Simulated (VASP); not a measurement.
A run of VASP 6.6.1 is set up as follows.

INCAR

```
  ALGO = Normal
  EDIFF = 1E-6
  ENCUT = 520
  GGA = PE
  ISIF = 2
  ISMEAR = 0
  IVDW = 12
  LASPH = T
  LCHARG = F
  LREAL = Auto
  LWAVE = F
  NBANDS = 32
  NELM = 80
  PREC = Accurate
  SIGMA = 0.1
```

KPOINTS

```
k-points
0
Gamma
  4 4 3
```

Contents of POSCAR:

```
LiBe16
1.0
   -2.2900000000     -3.9663960000      0.0000000000
    3.4350000000     -1.9831980000      0.0000000000
    0.0000000000      0.0000000000      7.1768600000
Be Li
16 1
Direct
    0.7363838166      0.4951362271      0.0154833730
    0.5079809084      0.3026967337      0.2554415162
    0.7514172304      0.4838895073      0.5052775169
    0.5749918410      0.2763570061      0.7645077374
    0.5146761166     -0.0168855002      0.0080825040
    0.2619498251      0.7962751381      0.2406466059
    0.5049251885     -0.0221683605      0.4934872632
    0.1976925096      1.0970963165      0.7174090062
    0.2580801391      0.4316976764      0.0098949959
    0.0048688144      0.3048764440      0.2478908603
    0.2531256134      0.4457702052      0.4956801442
   -0.0247759614      0.4634425177      0.7753916058
    0.0102304752     -0.0529473688     -0.0181115418
    0.7586428587      0.8117540456      0.2470892563
    0.0127609661     -0.0494484389      0.4736220297
    0.7933555958      0.8748367728      0.7277484861
    0.3806073202      0.6912651422      0.7585073417
```

Potentials or basis: VASP PAW PBE potentials, release 64 (Be, Li_sv).

Run with:

```console
$ cat potpaw_PBE.64/Be/POTCAR potpaw_PBE.64/Li_sv/POTCAR > POTCAR
$ mpirun -np 1 vasp_std > vasp.out
```

Task: What does it give for the largest force?

Result: 0.085 eV/Å.

Task: What does it give for the dispersion energy per atom?

Result: -0.370 eV.

Forces on the atoms (eV/Å):
```
Be   0.005 -0.002 -0.008
Be  -0.009  0.000 -0.010
Be  -0.006  0.002 -0.013
Be  -0.020 -0.030 -0.005
Be  -0.002  0.000 -0.011
Be  -0.006 -0.007  0.004
Be   0.000 -0.011 -0.010
Be   0.075 -0.010  0.040
Be  -0.012  0.010 -0.017
Be  -0.008  0.002 -0.002
Be  -0.014  0.022 -0.015
Be   0.037 -0.019 -0.006
Be  -0.010 -0.006  0.039
Be  -0.008 -0.008  0.012
Be  -0.033  0.021  0.029
Be  -0.009  0.013  0.007
Li   0.020  0.022 -0.034
```

Caveat: the k points lie up to 0.40 Å⁻¹ apart.
